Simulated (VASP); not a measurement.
Here is a VASP 6.6.1 calculation.

POSCAR

```
SnO
1.0
    3.8464161274      0.0000000000      0.0000000000
    0.0000000000      3.8464161274      0.0000000000
    0.0000000000      0.0000000000      4.9796946155
Sn O
2 2
Direct
    0.5000000000      0.0000000000      0.2325790935
    0.0000000000      0.5000000000      0.7674209065
    0.0000000000      0.0000000000      0.0000000000
    0.5000000000      0.5000000000      0.0000000000
```

File INCAR.step1:

```
SYSTEM = SnO
  PREC = Accurate
  ENCUT = 600
  ISMEAR = 0
  SIGMA = 0.01
  LREAL = .FALSE.
  LASPH = .TRUE.
  NELM = 100
  GGA = PE
  ALGO = Normal
  EDIFF = 1E-4
  LWAVE = .TRUE.
  LCHARG = .FALSE.
  KPAR = 4
```

The input INCAR.step2:

```
SYSTEM = SnO
  PREC = Accurate
  ENCUT = 600
  EDIFF = 1E-6
  ISMEAR = 0
  SIGMA = 0.01
  LREAL = .FALSE.
  LASPH = .TRUE.
  NELM = 100
  ALGO = Normal
  ISIF = 4
  LWAVE = .FALSE.
  LCHARG = .FALSE.
  METAGGA = R2SCAN
  LMIXTAU = .TRUE.
  IBRION = 2
  NSW = 50
  EDIFFG = -0.01
  ISTART = 1
  KPAR = 4
```

Contents of KPOINTS:

```
regular mesh
0
G
  10 10 8
  0 0 0
```

Potentials or basis: VASP PAW PBE potentials, release 64 (Sn_d, O).

Launch:

```console
$ cat potpaw_PBE.64/Sn_d/POTCAR potpaw_PBE.64/O/POTCAR > POTCAR
$ cp INCAR.step1 INCAR
$ mpirun -np 4 vasp_std > vasp.out
$ cp INCAR.step2 INCAR
$ mpirun -np 4 vasp_std > vasp.out
```

Question: Predict the band gap on the k mesh.

Answer: 0.55 eV (least direct gap 2.29 eV).

Forces on the atoms (eV/Å):
```
Sn   0.000  0.000 -0.010
Sn   0.000  0.000  0.010
O    0.000  0.000  0.000
O    0.000  0.000  0.000
```

Caveat: semilocal functionals underestimate gaps, and a narrow one can read as zero; the PAW data sets were made with another functional, which shifts forces and pressure a little; spin-orbit coupling is left out, which moves the levels of the heavy elements. A k mesh can miss the band edges.
